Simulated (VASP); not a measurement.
Input of a VASP 6.6.1 run:

Contents of INCAR:

```
PREC = Accurate
ENCUT = 500
EDIFF = 1E-6
ISMEAR = -1
SIGMA = 0.01
LREAL = False
LASPH = True
NELM = 200
ALGO = Normal
ISIF = 2
LWAVE = False
LCHARG = False
MAGMOM = 0 0 0 0 0 0 0 0 0 0 0 0
LORBIT = 11
LSORBIT = True
GGA_COMPAT = False
LORBMOM = True
GGA = PS
NBANDS = 50
```

KPOINTS

```
Automatic mesh
0
Gamma
  6 6 4
```

File POSCAR:

```
CdSe
1.0
    4.2580906464      0.0000000000      0.0000000000
   -2.1290453232      3.6876146714      0.0000000000
    0.0000000000      0.0000000000      7.0870347606
Cd Se
2 2
Direct
    0.3333333333      0.6666666667      0.0068260099
    0.6666666667      0.3333333333      0.5068260099
    0.3333333333      0.6666666667      0.3781739901
    0.6666666667      0.3333333333      0.8781739901
```

Potentials or basis: VASP PAW PBE potentials, release 64 (Cd, Se).

Run with:

```bash
$ cat potpaw_PBE.64/Cd/POTCAR potpaw_PBE.64/Se/POTCAR > POTCAR
$ mpirun -np 1 vasp_ncl > vasp.out
```

**Question.** What does it give for the largest force?

**Answer.** 0.003 eV/Å.

**Question.** Estimate the net moment.

**Answer.** 0.00 μB per cell.

**Question.** What does it give for the pressure?

**Answer.** 0.9 GPa.

Stress tensor (GPa, compression positive):
```
1.21 0.00 0.00
0.00 1.21 0.00
0.00 0.00 0.33
```

Caveat: the cell differs from its parent crystal (film at in-plane strain -0.01); the PAW data sets were made with another functional, which shifts forces and pressure a little.
